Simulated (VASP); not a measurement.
# AlN (Fm-3m) in VASP: notebook

AlN is run at these levels: PBEsol; tasks: single point, relaxation of cell and atoms.

Everything below comes from runs of VASP 6.6.1. Logs are shortened: lines on timing, memory, paths and dates and some standing lists are left out, and cuts for length are marked.

## Step 1: The cell of the first run

It takes space group Fm-3m (No. 225, cubic). Conventional cell: a = 4.045 Å, b = 4.045 Å, c = 4.045 Å, α = 90.00°, β = 90.00°, γ = 90.00°. Al (site symmetry m-3m) has 6 N at 2.02 Å within 2.7 Å. Within 2.7 Å of N (site symmetry m-3m) lie 6 Al at 2.02 Å.

## Step 2: Single point, PBEsol

INCAR

```
PREC = Accurate
ENCUT = 520
EDIFF = 1E-7
ISMEAR = 0
SIGMA = 0.02
LREAL = False
LASPH = True
NELM = 60
ALGO = Normal
ISIF = 2
LWAVE = False
LCHARG = True
GGA = PS
LELF = True
LVHAR = True
NBANDS = 11
```

KPOINTS

```
regular mesh
0
Gamma
  10 10 10
```

POSCAR

```
AlN
1.0
    0.0000000000      2.0226209166      2.0226209166
    2.0226209166      0.0000000000      2.0226209166
    2.0226209166      2.0226209166      0.0000000000
Al N
1 1
Direct
    0.5000000000      0.5000000000      0.5000000000
    0.0000000000      0.0000000000      0.0000000000
```

Potentials or basis: VASP PAW PBE potentials, release 64 (Al, N).

The run is started by

```
> cat potpaw_PBE.64/Al/POTCAR potpaw_PBE.64/N/POTCAR > POTCAR
> mpirun -np 1 vasp_std > vasp.out
```

OUTCAR:

```text
PREC = Accurate
   ENCUT = 520
   EDIFF = 1E-7
   ISMEAR = 0
   LREAL = False
   LASPH = True
   NELM = 60
   ISIF = 2
   GGA = PS

 ion  position               nearest neighbor table
   1  0.500  0.500  0.500-   2 2.02   2 2.02   2 2.02   2 2.02   2 2.02   2 2.02
   2  0.000  0.000  0.000-   1 2.02   1 2.02   1 2.02   1 2.02   1 2.02   1 2.02

  LATTYP: Found a face centered cubic cell.
 ALAT       =     4.0452418332

  Lattice vectors:

 A1 = (   0.0000000000,   2.0226209166,   2.0226209166)
 A2 = (   2.0226209166,   0.0000000000,   2.0226209166)
 A3 = (   2.0226209166,   2.0226209166,   0.0000000000)

Analysis of symmetry for initial positions (statically):
=====================================================================
 Subroutine PRICEL returns:
 Original cell was already a primitive cell.

 Routine SETGRP: Setting up the symmetry group for a
 face centered cubic supercell.

 Subroutine GETGRP returns: Found 48 space group operations
 (whereof 48 operations were pure point group operations)
 out of a pool of 48 trial point group operations.

The static configuration has the point symmetry O_h .

Analysis of symmetry for dynamics (positions and initial velocities):
=====================================================================
 Subroutine PRICEL returns:
 Original cell was already a primitive cell.

 Routine SETGRP: Setting up the symmetry group for a
 face centered cubic supercell.

 Subroutine GETGRP returns: Found 48 space group operations
 (whereof 48 operations were pure point group operations)
 out of a pool of 48 trial point group operations.

The dynamic configuration has the point symmetry O_h .

 Subroutine INISYM returns: Found 48 space group operations
 (whereof 48 operations are pure point group operations),
 and found     1 'primitive' translations

----------------------------------------------------------------------------------------

                                     Primitive cell

  volume of cell :      16.5491

  direct lattice vectors                    reciprocal lattice vectors
     0.000000000  2.022620917  2.022620917    -0.247204009  0.247204009  0.247204009
     2.022620917  0.000000000  2.022620917     0.247204009 -0.247204009  0.247204009
     2.022620917  2.022620917  0.000000000     0.247204009  0.247204009 -0.247204009

  length of vectors
     2.860417932  2.860417932  2.860417932     0.428169904  0.428169904  0.428169904

  position of ions in fractional coordinates (direct lattice)
     0.500000000  0.500000000  0.500000000
     0.000000000  0.000000000  0.000000000

  ion indices of the primitive-cell ions
   primitive index   ion index
                 1           1
[... 85 lines left out ...]
   NUPDOWN=      -1.0000    fix difference up-down
   EMIN   =  10.00;   EMAX   =-10.00  energy-range for DOS
   EFERMI =   0.00;   METHOD = LEGACY
   ISMEAR =     0;   SIGMA  =   0.02  broadening in eV -4-tet -1-fermi 0-gaus
   EFERMI_NEDOS =   21; number of points for ismear=-14 and -15
   IALGO  =     38    algorithm
   IMIX   =      4    mixing-type and parameters
     AMIX     =   0.40;   BMIX     =  1.00
     AMIX_MAG =   1.60;   BMIX_MAG =  1.00
  volume/ion in A,a.u.               =       8.27        55.84
  Fermi-wavevector in a.u.,A,eV,Ry     =   1.284834  2.427984 22.460474  1.650798
  Thomas-Fermi vector in A             =   2.417004
   LORBIT       =      0    0 simple, 1 ext, 2 COOP (PROOUT), +10 PAW based schemes
   GGA     = PS    functional components
   LHFCALC =     F    Hartree Fock is set to
   AEXX    =    0.0000 exact exchange contribution
   IVDW    =     0    specifies the selected vdW correction
   LEPSILON=     F    determine dielectric tensor
   LRPA    =     F    only Hartree local field effects (RPA)
 non-spin polarized calculation
 Gauss-broadening in eV      SIGMA  =   0.02
  energy-cutoff  :      520.00
  volume of cell :       16.55
 maximum number of plane-waves:       459
 NGX is ok and might be reduce to    24
   NGX = 11   NGY = 11   NGZ = 11

 number of electron       7.9999999 magnetization

 Free energy of the ion-electron system (eV)
  ---------------------------------------------------
  ext. energy  EPLUGINS =         0.00000000
  ---------------------------------------------------
  free energy    TOTEN  =       -15.44890367 eV

  energy without entropy =      -15.44890367  energy(sigma->0) =      -15.44890367

 E-fermi :  10.0604     XC(G=0): -12.4456

 val. band max:        9.8675900155   @ k =   0.0000   0.0000   0.0000
 cond. band min:      14.4087367844   @ k =   0.5000   0.5000   0.0000
 fundamental gap:      4.5411467689
 Fermi energy:        10.0604076445

 k-point     1 :       0.0000    0.0000    0.0000
  band No.  band energies     occupation
      1      -7.6693      2.00000
      2       9.8676      2.00000
      3       9.8676      2.00000
      4       9.8676      2.00000
      5      15.5165      0.00000
      6      21.8890      0.00000
      7      21.8890      0.00000
      8      21.8890      0.00000
      9      26.9641      0.00000
     10      27.5451      0.00000
     11      27.5451      0.00000
[... 309 lines left out ...]
 k-point    24 :       0.4000    0.3000    0.0000
  band No.  band energies     occupation
      1      -4.6317      2.00000
      2       3.9906      2.00000
      3       7.0442      2.00000
      4       7.5690      2.00000
      5      15.9195      0.00000
      6      16.6679      0.00000
      7      21.9884      0.00000
      8      25.3662      0.00000
      9      26.1252      0.00000
     10      31.5799      0.00000
     11      34.4930      0.00000

 [... further k-points ...]

------------------------ aborting loop because EDIFF is reached ----------------------------------------

  FORCE on cell =-STRESS in cart. coord.  units (eV):
  Direction    XX          YY          ZZ          XY          YZ          ZX
  --------------------------------------------------------------------------------------
  -------------------------------------------------------------------------------------
  Total       -0.0094161     -0.0094161     -0.0094161     -0.0000000      0.0000000      0.0000000
  in kB       -0.9116121     -0.9116121     -0.9116121     -0.0000000      0.0000000      0.0000000
  external PRESSURE =      -0.9116121 kB  Pullay stress =       0.0000000 kB

 VOLUME and BASIS-vectors are now :
 -----------------------------------------------------------------------------
  energy-cutoff  :      520.00
  volume of cell :       16.55
      direct lattice vectors                 reciprocal lattice vectors
     0.000000000  2.022620917  2.022620917    -0.247204009  0.247204009  0.247204009
     2.022620917  0.000000000  2.022620917     0.247204009 -0.247204009  0.247204009
     2.022620917  2.022620917  0.000000000     0.247204009  0.247204009 -0.247204009

 POSITION                                       TOTAL-FORCE (eV/Angst)
 -----------------------------------------------------------------------------------
      2.02262      2.02262      2.02262        -0.000000      0.000000     -0.000000
      0.00000      0.00000      0.00000         0.000000     -0.000000      0.000000
 -----------------------------------------------------------------------------------
    total drift:                                0.000000     -0.000000     -0.000000

  FREE ENERGIE OF THE ION-ELECTRON SYSTEM (eV)
  ---------------------------------------------------
  free  energy   TOTEN  =       -15.4489036683 eV

  energy  without entropy=      -15.4489036683  energy(sigma->0) =      -15.44890367
```

stdout:

```text
POSCAR found type information on POSCAR AlN
 POSCAR found :  2 types and       2 ions
 scaLAPACK will be used
 -----------------------------------------------------------------------------
|                                                                             |
|                                                                             |
|     You enforced a specific xc type in the INCAR file but a different       |
|     I HOPE YOU KNOW WHAT YOU ARE DOING!                                     |
|                                                                             |
 -----------------------------------------------------------------------------

 LDA part: xc-table for (Slater+PW92), standard interpolation
 POSCAR, INCAR and KPOINTS ok, starting setup
 FFT: planning ... GRIDC
 FFT: planning ... GRID_SOFT
 FFT: planning ... GRID
 WAVECAR not read
 entering main loop
```

Wall time 5.8 s (1 thread of AMD EPYC 9R45 (Zen 5), shared host); peak memory 0.1 GiB.

What came out:

| Item | Value |
| --- | --- |
| Free energy | -15.4489 eV |
| Pressure | -0.1 GPa |
| Band gap on the k mesh | 4.54 eV, indirect (least direct gap 5.65 eV) |

Caveat: the PAW data sets were made with another functional, which shifts forces and pressure a little.

## Step 3: Relaxation of cell and atoms, PBEsol

This run uses another cell than the first one, of 8.42 Å³/atom, 1.018 times its volume.

INCAR

```
SYSTEM = AlN
PREC = Accurate
ENCUT = 600
EDIFF = 1E-7
ISMEAR = 0
SIGMA = 0.02
LREAL = .FALSE.
LASPH = .TRUE.
NELM = 100
ALGO = Normal
ISIF = 3
LWAVE = .FALSE.
LCHARG = .FALSE.
GGA = PS
IBRION = 2
NSW = 100
EDIFFG = -0.005
```

KPOINTS

```
Automatic mesh
0
G
  10 10 10
  0 0 0
```

POSCAR

```
AlN
1.0
    0.0000000000      2.0345180000      2.0345180000
    2.0345180000      0.0000000000      2.0345180000
    2.0345180000      2.0345180000      0.0000000000
Al N
1 1
Direct
    0.5000000000      0.5000000000      0.5000000000
    0.0000000000      0.0000000000      0.0000000000
```

Potentials or basis: VASP PAW PBE potentials, release 64 (Al, N).

The run is started by

```
> cat potpaw_PBE.64/Al/POTCAR potpaw_PBE.64/N/POTCAR > POTCAR
> mpirun -np 1 vasp_std > vasp.out
```

Run time: 8.9 s. Hardware: 1 thread of AMD EPYC 9R45 (Zen 5), shared host; peak memory 0.11 GiB.

It converged, with:

| Item | Value |
| --- | --- |
| Free energy | -15.4513 eV |
| Relaxed volume | 8.27 Å³/atom |
| Relaxed cell | a = 2.859 Å, b = 2.859 Å, c = 2.859 Å, α = 60.00°, β = 60.00°, γ = 60.00° |
| Space group after relaxing (to 0.05 Å) | Fm-3m (No. 225) |
| Energy gained by relaxing | 2.3 meV/atom |
| Ionic steps | 3 |
| Pressure after relaxing | 0.0 GPa |
| Band gap on the k mesh | 4.55 eV, indirect (least direct gap 5.66 eV) |

Step by step:
```
step  energy change (eV)  largest force (eV/Å)  pressure (GPa)  volume (Å³)
   1              0.0000                0.0000           -4.72        16.84
   2             -0.0004                0.0000            4.78        16.25
   3             -0.0047                0.0000           -0.01        16.53
```

Final structure:
```xyz
2
Lattice="0.0000 2.0220 2.0220 2.0220 0.0000 2.0220 2.0220 2.0220 0.0000" Properties=species:S:1:pos:R:3 pbc="T T T"
Al    2.0220    2.0220    2.0220
N     0.0000    0.0000    0.0000
```

Levels at points of the mesh, in eV from the valence-band top:
```tsv
k point	band 1	band 2	band 3	band 4	band 5	band 6	band 7	band 8
(0.00, 0.00, 0.00)	-17.55	0.00	0.00	0.00	5.66	12.02	12.02	12.02
(0.50, 0.00, 0.00)	-14.25	-8.36	-1.09	-1.09	6.04	10.90	10.90	13.25
(0.50, 0.50, 0.00)	-13.25	-7.45	-2.82	-2.82	4.55	5.14	13.96	17.15
```

Caveat: the PAW data sets were made with another functional, which shifts forces and pressure a little. PBEsol gaps usually lie below the measured ones, often by a third to a half.
